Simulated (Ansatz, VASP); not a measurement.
# ZnO2: VASP beside Ansatz

```
Zn O
1.0
     4.87266    0.00000    0.00000
     0.00000    4.87266    0.00000
     0.00000    0.00000    4.87266
Zn O
4 8
Direct
  0.00000 0.50000 0.50000
  0.50000 0.50000 0.00000
  0.50000 0.00000 0.50000
  0.00000 0.00000 0.00000
  0.41223 0.08777 0.91223
  0.08777 0.91223 0.41223
  0.91223 0.41223 0.08777
  0.58777 0.58777 0.58777
  0.41223 0.41223 0.41223
  0.08777 0.58777 0.91223
  0.91223 0.08777 0.58777
  0.58777 0.91223 0.08777
```

Alike in both runs: functional r2SCAN; k mesh 6 × 6 × 6; occupations gaussian, width 0.02 eV; no spin polarisation.

Ansatz relaxed the structure, and its values are those at the end. VASP's run is a single point on that final structure, the one shown.

|  | VASP | Ansatz |
| --- | --- | --- |
| version | VASP 6.6.1 | Ansatz 0.2.0 |
| potentials or method | VASP PAW PBE potentials, release 64 (Zn, O), cutoff 520 eV | scalar-relativistic, plane waves, PAW |
| valence electrons in the cell | 96 | 96 |

|  | VASP | Ansatz | Ansatz less VASP |
| --- | --- | --- | --- |
| gap on the k mesh at the Fermi level (eV) | 2.87 | 2.89 | +0.027 |
| least direct gap on the mesh (eV) | 3.01 | 3.04 | +0.029 |
| pressure (GPa) | 1.7 | 0.0 | -1.72 |
| rms of the force components (eV/Å) | 0.108 | 0.001 | -0.1069 |

VASP's potentials were made for PBE, not for r2SCAN.
